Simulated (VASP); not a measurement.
Write the native input for VASP 6.6.1 that does the following.

| Item | Value |
| --- | --- |
| Task | single point |
| Functional | PBE |
| Potentials or basis | VASP PAW PBE potentials, release 64 (K_sv, F) |
| Cutoff | 600 eV |
| k mesh | 6 × 6 × 6 |
| Occupations | methfessel-paxton, width 0.5 eV |
| Spin | no spin polarisation |
| Dipole correction | no |
| Further INCAR settings | ALGO = Normal; EDIFF = 1e-06; NBANDS = 15 |

The structure of KF lies in POSCAR:

```
KF
1.0
    0.0000000000      2.6589605792      2.6589605792
    2.6589605792      0.0000000000      2.6589605792
    2.6589605792      2.6589605792      0.0000000000
K F
1 1
Direct
    0.0000000000      0.0000000000      0.0000000000
    0.5000000000      0.5000000000      0.5000000000
```

The input as run:

INCAR

```
ALGO = Normal ; EDIFF = 1E-6
ENCUT = 600 ; GGA = PE
GGA_COMPAT = F ; ISIF = 2
ISMEAR = 1 ; LASPH = T
LCHARG = T ; LELF = T
LREAL = F ; LVHAR = T
LWAVE = F ; NBANDS = 15
NELM = 120 ; PREC = Accurate
SIGMA = 0.5
```

KPOINTS

```
k-points
0
Gamma
  6 6 6
```

Potentials or basis: VASP PAW PBE potentials, release 64 (K_sv, F).

Run with:

```console
$ cat potpaw_PBE.64/K_sv/POTCAR potpaw_PBE.64/F/POTCAR > POTCAR
$ mpirun -np 1 vasp_std > vasp.out
```

It gave:

```yaml
Pressure: 1.7 GPa
Band_gap_on_the_k_mesh: 6.25 eV, direct
```

Wall time 6.9 s on 1 thread of Intel(R) Xeon(R) 6975P-C (Granite Rapids), on a shared host, peak memory 0.16 GiB.
